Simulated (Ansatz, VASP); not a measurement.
## KHAu2: VASP beside Ansatz

```
K H Au
1.0
    -2.78910    2.78910    5.81418
     2.78910   -2.78910    5.81418
     2.78910    2.78910   -5.81418
K H Au
2 2 4
Direct
  0.25000 0.25000 0.00000
  0.75000 0.75000 0.00000
  0.50000 0.00000 0.50000
  0.00000 0.50000 0.50000
  0.75004 0.25004 0.00007
  0.25004 0.24996 0.50000
  0.24996 0.74996 0.99993
  0.74996 0.75004 0.50000
```

Alike in both runs: functional PBE; k mesh 4 × 4 × 4; no spin polarisation.

Ansatz relaxed the structure, and its values are those at the end. VASP's run is a single point on that final structure, the one shown.

|  | VASP | Ansatz |
| --- | --- | --- |
| version | VASP 6.6.1 | Ansatz 0.2.0 |
| potentials or method | VASP PAW PBE potentials, release 64 (K_sv, H, Au), cutoff 520 eV | PAW plane waves |
| occupations | fermi-dirac, width 0.1 eV | fermi-dirac |
| valence electrons in the cell | 64 | 96 |

|  | VASP | Ansatz | Ansatz less VASP |
| --- | --- | --- | --- |
| gap on the k mesh at the Fermi level (eV) | none | none | - |
| pressure (GPa) | -0.1 | 0.0 | +0.10 |

A gap of «none» marks a metal or a gap that the smearing closes. VASP's potentials hold 64 valence electrons a cell and Ansatz's 96, so a difference there can come from the potentials and not from the codes.

The k mesh is coarse, so the values compare programs but aren't converged. Spin-orbit coupling is off throughout.
